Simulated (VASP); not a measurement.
Wanted: the native input for a VASP 6.6.1 run.

```
Task                   : single point
Functional             : LDA
Potentials or basis    : VASP PAW LDA potentials, release 64 (Hf_pv, H)
Cutoff                 : 520 eV
k mesh                 : 12 × 12 × 12
Occupations            : fermi-dirac, width 0.03 eV
Spin                   : no spin polarisation
Dipole correction      : no
Further INCAR settings : ALGO = Normal; EDIFF = 1e-06; NBANDS = 13
```

The structure of HfH2 lies in POSCAR:

```
HfH2
1.0
   -1.7731066982      1.7731066982      2.2232657593
    1.7731066982     -1.7731066982      2.2232657593
    1.7731066982      1.7731066982     -2.2232657593
Hf H
1 2
Direct
    0.0000000000      0.0000000000      0.0000000000
    0.7500000000      0.2500000000      0.5000000000
    0.2500000000      0.7500000000      0.5000000000
```

One way to write it, as run:

INCAR

```
ALGO     = Normal         # electronic algorithm
EDIFF    = 1E-6           # SCF threshold, eV
ENCUT    = 520            # plane-wave cutoff, eV
GGA      = CA             # functional
ISIF     = 2              # what is computed and relaxed
ISMEAR   = -1             # smearing method
LASPH    = True           # aspherical terms in the spheres
LCHARG   = False          # write CHGCAR
LREAL    = False          # projectors in reciprocal space
LWAVE    = False          # write WAVECAR
NBANDS   = 13             # bands
NELM     = 100            # most SCF steps
PREC     = Accurate       # precision mode
SIGMA    = 0.03           # smearing width, eV
```

KPOINTS

```
k-points
0
Gamma
  12 12 12
```

Potentials or basis: VASP PAW LDA potentials, release 64 (Hf_pv, H).

The run is started by

```bash
$ cat potpaw_LDA.64/Hf_pv/POTCAR potpaw_LDA.64/H/POTCAR > POTCAR
$ mpirun -np 1 vasp_std > vasp.out
```

It gave:

```yaml
Pressure: -15.3 GPa
Band_gap_on_the_k_mesh: zero (bands 6 and 7 overlap by 1.03 eV)
```

Caveat: the cell stands under tension; spin-orbit coupling is left out, which moves the levels of the heavy elements.

Wall time 28 s on 1 thread of Intel(R) Xeon(R) 6975P-C (Granite Rapids), on a shared host, peak memory 0.19 GiB.
